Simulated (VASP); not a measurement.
# Mn (P6_3/mmc) in VASP: further runs

The runs below take Mn through single point, relaxation of cell and atoms, with LDA.

Program: VASP 6.6.1. These are calculated values, not measurements. Logs are shortened: lines on timing, memory, paths and dates and some standing lists are left out, and cuts for length are marked.

## (1) The cell of the first run

It takes space group P6_3/mmc (No. 194, hexagonal). Conventional cell: a = 2.366 Å, b = 2.366 Å, c = 7.624 Å, α = 90.00°, β = 90.00°, γ = 120.00°. Mn (site symmetry -3m) has 12 Mn at 2.34 to 2.37 Å within 3.1 Å. Within 3.1 Å of Mn (site symmetry -6m2) lie 12 Mn at 2.34 to 2.37 Å.

This isn't the form of Mn at room conditions, which is a 58-atom cubic cell.

## (2) Single point, LDA, collinear spin, ferromagnetic start (9.24 Å³/atom)

INCAR reads:

```
  PREC = Accurate
  ENCUT = 520
  EDIFF = 1E-6
  ISMEAR = -1
  SIGMA = 0.05
  LREAL = F
  LASPH = T
  NELM = 150
  ALGO = Normal
  ISIF = 2
  LWAVE = F
  LCHARG = F
  ISPIN = 2
  MAGMOM = 3 3 3 3
  LORBIT = 11
  LMAXMIX = 4
  GGA = CA
  NBANDS = 38
```

KPOINTS reads:

```
Automatic mesh
0
Gamma
  17 17 5
```

POSCAR reads:

```
Mn
1.0
    2.3660964402      0.0000000000      0.0000000000
   -1.1830482201      2.0490996250      0.0000000000
    0.0000000000      0.0000000000      7.6236199259
Mn
4
Direct
    1.0000000000      1.0000000000      1.0000000000
    1.0000000000      0.0000000000      0.5000000000
    0.3333333333      0.6666666667      0.2500000000
    0.6666666667      0.3333333333      0.7500000000
```

Potentials or basis: VASP PAW LDA potentials, release 64 (Mn_pv).

Started as:

```sh
$ cat potpaw_LDA.64/Mn_pv/POTCAR > POTCAR
$ mpirun -np 1 vasp_std > vasp.out
```

OUTCAR:

```text
PREC = Accurate
   ENCUT = 520
   EDIFF = 1E-6
   ISMEAR = -1
   LREAL = F
   LASPH = T
   NELM = 150
   ISIF = 2
   ISPIN = 2
   LORBIT = 11
   GGA = CA

 ion  position               nearest neighbor table
   1  0.000  0.000  0.000-   3 2.34   4 2.34   3 2.34   4 2.34   4 2.34   3 2.34
   2  0.000  0.000  0.500-   3 2.34   4 2.34   3 2.34   4 2.34   4 2.34   3 2.34
   3  0.333  0.667  0.250-   1 2.34   2 2.34   1 2.34   2 2.34   1 2.34   2 2.34
   4  0.667  0.333  0.750-   1 2.34   2 2.34   1 2.34   2 2.34   1 2.34   2 2.34

  LATTYP: Found a hexagonal cell.
 ALAT       =     2.3660964402
 C/A-ratio  =     3.2220241730

  Lattice vectors:

 A1 = (   2.3660964402,   0.0000000000,   0.0000000000)
 A2 = (  -1.1830482201,   2.0490996250,   0.0000000000)
 A3 = (   0.0000000000,   0.0000000000,   7.6236199259)

Analysis of symmetry for initial positions (statically):
=====================================================================
 Subroutine PRICEL returns:
 Original cell was already a primitive cell.

 Routine SETGRP: Setting up the symmetry group for a
 hexagonal supercell.

 Subroutine GETGRP returns: Found 24 space group operations
 (whereof 12 operations were pure point group operations)
 out of a pool of 24 trial point group operations.

The static configuration has the point symmetry D_3d.
 The point group associated with its full space group is D_6h.

Analysis of symmetry for dynamics (positions and initial velocities):
=====================================================================
 Subroutine PRICEL returns:
 Original cell was already a primitive cell.

 Routine SETGRP: Setting up the symmetry group for a
 hexagonal supercell.

 Subroutine GETGRP returns: Found 24 space group operations
 (whereof 12 operations were pure point group operations)
 out of a pool of 24 trial point group operations.

The dynamic configuration has the point symmetry D_3d.
 The point group associated with its full space group is D_6h.

Analysis of structural, dynamic, and magnetic symmetry:
=====================================================================
 Subroutine PRICEL returns:
 Original cell was already a primitive cell.

 Routine SETGRP: Setting up the symmetry group for a
 hexagonal supercell.

 Subroutine GETGRP returns: Found 24 space group operations
 (whereof 12 operations were pure point group operations)
 out of a pool of 24 trial point group operations.

The overall configuration has the point symmetry D_3d.
 The point group associated with its full space group is D_6h.

 Subroutine INISYM returns: Found 24 space group operations
 (whereof 12 operations are pure point group operations),
[... 129 lines left out ...]
   LEPSILON=     F    determine dielectric tensor
   LRPA    =     F    only Hartree local field effects (RPA)
 spin polarized calculation
  energy-cutoff  :      520.00
  volume of cell :       36.96
 maximum number of plane-waves:      1024
 NGX is ok and might be reduce to    18
   NGX =  9   NGY =  9   NGZ = 29

 number of electron      51.9999953 magnetization      -0.0034467

 number of electron      51.9999953 magnetization       0.0003514

 Free energy of the ion-electron system (eV)
  ---------------------------------------------------
  ext. energy  EPLUGINS =         0.00000000
  ---------------------------------------------------
  free energy    TOTEN  =       -40.29980413 eV

  energy without entropy =      -40.26798162  energy(sigma->0) =      -40.28389287

 E-fermi :  12.5516     XC(G=0): -15.3165

 val. band max:       12.5504705823   @ k =   0.2941   0.1765   0.0000
 cond. band min:      12.5538501725   @ k =   0.1765   0.0000   0.2000
 fundamental gap:      0.0033795902
 Fermi energy:        12.5516118275

 spin component 1

 k-point     1 :       0.0000    0.0000    0.0000
  band No.  band energies     occupation
      1     -35.7455      1.00000
      2     -35.1526      1.00000
      3     -35.0624      1.00000
      4     -34.6194      1.00000
      5     -34.6194      1.00000
      6     -34.5379      1.00000
[... 973 lines left out ...]
     37      23.8520      0.00000
     38      28.4040      0.00000

 [... further k-points ...]

 spin component 2

 k-point     1 :       0.0000    0.0000    0.0000
  band No.  band energies     occupation
      1     -35.7454      1.00000
      2     -35.1524      1.00000
      3     -35.0625      1.00000
      4     -34.6193      1.00000
      5     -34.6193      1.00000
      6     -34.5379      1.00000
[... 973 lines left out ...]
     37      23.8520      0.00000
     38      28.4041      0.00000

 [... further k-points ...]

------------------------ aborting loop because EDIFF is reached ----------------------------------------

  FORCE on cell =-STRESS in cart. coord.  units (eV):
  Direction    XX          YY          ZZ          XY          YZ          ZX
  --------------------------------------------------------------------------------------
  -------------------------------------------------------------------------------------
  Total        7.8488404      7.8488404      7.7548840      0.0000000      0.0000000      0.0000000
  in kB      340.2196003    340.2196003    336.1469202      0.0000000      0.0000000      0.0000000
  external PRESSURE =     338.8620402 kB  Pullay stress =       0.0000000 kB

 VOLUME and BASIS-vectors are now :
 -----------------------------------------------------------------------------
  energy-cutoff  :      520.00
  volume of cell :       36.96
      direct lattice vectors                 reciprocal lattice vectors
     2.366096440  0.000000000  0.000000000     0.422637042  0.244009610  0.000000000
    -1.183048220  2.049099625  0.000000000     0.000000000  0.488019220  0.000000000
     0.000000000  0.000000000  7.623619926     0.000000000  0.000000000  0.131171282

 POSITION                                       TOTAL-FORCE (eV/Angst)
 -----------------------------------------------------------------------------------
      0.00000      0.00000      0.00000        -0.000000     -0.000000      0.000000
      0.00000      0.00000      3.81181        -0.000000     -0.000000      0.000000
     -0.00000      1.36607      1.90590         0.000000     -0.000000      0.000000
      1.18305      0.68303      5.71771        -0.000000      0.000000      0.000000
 -----------------------------------------------------------------------------------
    total drift:                                0.000000     -0.000000      0.000000

  FREE ENERGIE OF THE ION-ELECTRON SYSTEM (eV)
  ---------------------------------------------------
  free  energy   TOTEN  =       -40.2998041298 eV

  energy  without entropy=      -40.2679816174  energy(sigma->0) =      -40.28389287

 total charge

# of ion       s       p       d       tot
------------------------------------------
    1        0.491   6.503   5.356  12.350
    2        0.491   6.503   5.356  12.350
    3        0.492   6.504   5.341  12.337
    4        0.492   6.504   5.341  12.337
--------------------------------------------------
tot          1.966  26.014  21.395  49.376

 magnetization (x)

# of ion       s       p       d       tot
------------------------------------------
    1       -0.000  -0.000  -0.000  -0.000
    2       -0.000  -0.000  -0.000  -0.000
    3        0.000   0.000   0.000   0.000
    4        0.000   0.000   0.000   0.000
--------------------------------------------------
tot         -0.000  -0.000   0.000   0.000
```

Run time: 1.8 min. Hardware: 1 thread of Intel Xeon 6975P-C (Granite Rapids), shared host; peak memory 0.27 GiB.

Results:

```
Free energy                                           : -40.2998 eV
Pressure                                              : 33.9 GPa
Band gap on the k mesh                                : zero (filled and empty bands overlap)
Net moment                                            : 0.00 μB per cell
Valence electrons inside the program's atomic spheres : Mn 12.35, 12.34 (each value once)
```

Caveat: the cell stands under pressure.

## (3) Single point, LDA, collinear spin, ferromagnetic start (9.64 Å³/atom)

This run uses another cell than the first one, of 9.64 Å³/atom.

INCAR reads:

```
SYSTEM = Mn
PREC = Accurate ; ENCUT = 520
EDIFF = 1E-7 ; ISMEAR = -1
SIGMA = 0.05 ; LREAL = .FALSE.
LASPH = .TRUE. ; NELM = 150
ALGO = Normal ; ISIF = 2
LWAVE = .FALSE. ; LCHARG = .FALSE.
ISPIN = 2 ; MAGMOM = 3 3 3 3
LORBIT = 11 ; LMAXMIX = 4
NBANDS = 38
```

KPOINTS reads:

```
regular mesh
0
G
  17 17 5
  0 0 0
```

POSCAR reads:

```
Mn
1.0
    2.3999023853      0.0000000000      0.0000000000
   -1.1999511926      2.0783764323      0.0000000000
    0.0000000000      0.0000000000      7.7325434981
Mn
4
Direct
    1.0000000000      1.0000000000      1.0000000000
    1.0000000000      0.0000000000      0.5000000000
    0.3333333333      0.6666666667      0.2500000000
    0.6666666667      0.3333333333      0.7500000000
```

Potentials or basis: VASP PAW LDA potentials, release 64 (Mn_pv).

Started as:

```sh
$ cat potpaw_LDA.64/Mn_pv/POTCAR > POTCAR
$ mpirun -np 1 vasp_std > vasp.out
```

Wall time 2.1 min (1 thread of Intel Xeon 6975P-C (Granite Rapids), shared host); peak memory 0.28 GiB.

The run converged. Its results:

| Property | Result |
| --- | --- |
| Free energy | -40.5441 eV |
| Pressure | 15.3 GPa |
| Band gap on the k mesh | zero (filled and empty bands overlap) |
| Net moment | 0.00 μB per cell |
| Valence electrons inside the program's atomic spheres | Mn 12.24, 12.23 (each value once) |

Stress tensor (GPa, compression positive):
```
15.37  0.00  0.00
 0.00 15.37  0.00
 0.00  0.00 15.09
```

Levels at points of the mesh, in eV from the Fermi level:
Spin up:
| k point | band 24 | band 25 | band 26 | band 27 | band 28 | band 29 |
| --- | --- | --- | --- | --- | --- | --- |
| (0.00, 0.00, 0.00) | -0.92 | -0.92 | -0.83 | -0.83 | 0.25 | 0.25 |
Spin down:
```csv
k point,band 24,band 25,band 26,band 27,band 28,band 29
"(0.00, 0.00, 0.00)",-0.92,-0.92,-0.83,-0.83,0.25,0.25
```

Caveat: the cell stands under pressure.

## (4) Relaxation of cell and atoms, LDA

This run uses another cell than the first one, of 11.75 Å³/atom.

INCAR reads:

```
SYSTEM = Mn
PREC = Accurate
ENCUT = 600
EDIFF = 1E-6
ISMEAR = -1
SIGMA = 0.1
LREAL = .False.
LASPH = .True.
NELM = 60
ALGO = Normal
ISIF = 3
LWAVE = .False.
LCHARG = .False.
GGA = CA
IBRION = 2
NSW = 80
EDIFFG = -0.01
```

KPOINTS reads:

```
Automatic mesh
0
Gamma
  14 14 4
  0 0 0
```

POSCAR reads:

```
Mn
1.0
    2.5517868831      0.0000000000      0.0000000000
   -1.2758934415      2.2099122658      0.0000000000
    0.0000000000      0.0000000000      8.3341359602
Mn
4
Direct
    0.0000000000      0.0000000000      0.0000000000
    0.0000000000      0.0000000000      0.5000000000
    0.3333333333      0.6666666667      0.2500000000
    0.6666666667      0.3333333333      0.7500000000
```

Started as:

```sh
$ cat potpaw_LDA.64/Mn_pv/POTCAR > POTCAR
$ mpirun -np 1 vasp_std > vasp.out
```

It took 11 min on 1 thread of Intel Xeon 8259CL, shared host; peak memory 0.22 GiB.

The run converged. Its results:

```
Free energy                           : -40.6826 eV
Relaxed volume                        : 10.06 Å³/atom
Relaxed cell                          : a = 2.435 Å, b = 2.435 Å, c = 7.839 Å, α = 90.00°, β = 90.00°, γ = 120.00°
Space group after relaxing (to 0.1 Å) : P6_3/mmc (No. 194)
Pressure after relaxing               : 0.1 GPa
Band gap on the k mesh                : zero (bands 26 and 27 overlap by 2.41 eV)
```

Final structure:
```
CELL_PARAMETERS angstrom
2.43454 0.00000 0.00000
-1.21727 2.10837 0.00000
0.00000 0.00000 7.83871
ATOMIC_POSITIONS crystal
Mn 0.00000 0.00000 0.00000
Mn 0.00000 0.00000 0.50000
Mn 0.33333 0.66667 0.25000
Mn 0.66667 0.33333 0.75000
```

Levels at points of the mesh, in eV from the Fermi level:
```tsv
k point	band 23	band 24	band 25	band 26	band 27	band 28	band 29	band 30
(0.00, 0.00, 0.00)	-1.10	-0.86	-0.86	-0.78	-0.78	0.24	0.24	0.74
(0.50, 0.00, 0.00)	-0.58	0.10	0.11	1.54	1.91	1.92	2.03	2.04
(0.00, 0.00, 0.50)	-1.01	-1.01	-1.01	-1.01	-0.59	-0.59	0.53	0.53
(0.50, 0.00, 0.50)	-0.39	-0.39	0.29	0.29	1.41	1.41	1.95	1.95
```

Caveat: the run has no spin polarisation, though such a crystal can be magnetic. Spin polarisation is off, so any magnetic state and its effect on volume and gap are missing.
